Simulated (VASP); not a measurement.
Input of a VASP 6.6.1 run:

The input INCAR:

```
SYSTEM = Br
PREC = Accurate ; ENCUT = 520
EDIFF = 1E-6 ; ISMEAR = 1
SIGMA = 0.1 ; LREAL = .False.
LASPH = .True. ; NELM = 150
ALGO = Normal ; ISIF = 2
LWAVE = .False. ; LCHARG = .False.
LNONCOLLINEAR = .True. ; MAGMOM = 0 0 0
LORBIT = 11 ; LSORBIT = .True.
GGA_COMPAT = .False. ; LORBMOM = .True.
NBANDS = 18
```

KPOINTS

```
regular mesh
0
Gamma
  15 15 15
  0 0 0
```

Contents of POSCAR:

```
Br
1.0
   -1.4234917050      1.4234917050      3.5775173700
    1.4234917050     -1.4234917050      3.5775173700
    1.4234917050      1.4234917050     -3.5775173700
Br
1
Direct
    0.0000000000      0.0000000000      0.0000000000
```

Potentials or basis: VASP PAW LDA potentials, release 64 (Br).

Launch:

```bash
$ cat potpaw_LDA.64/Br/POTCAR > POTCAR
$ mpirun -np 1 vasp_ncl > vasp.out
```

Problem. Estimate the net moment.

Solution. 0.00 μB per cell.

Problem. Predict the pressure.

Solution. -2.6 GPa.

Stress tensor (GPa, compression positive):
```
-3.38  0.00  0.00
 0.00 -3.38  0.00
 0.00  0.00 -0.90
```
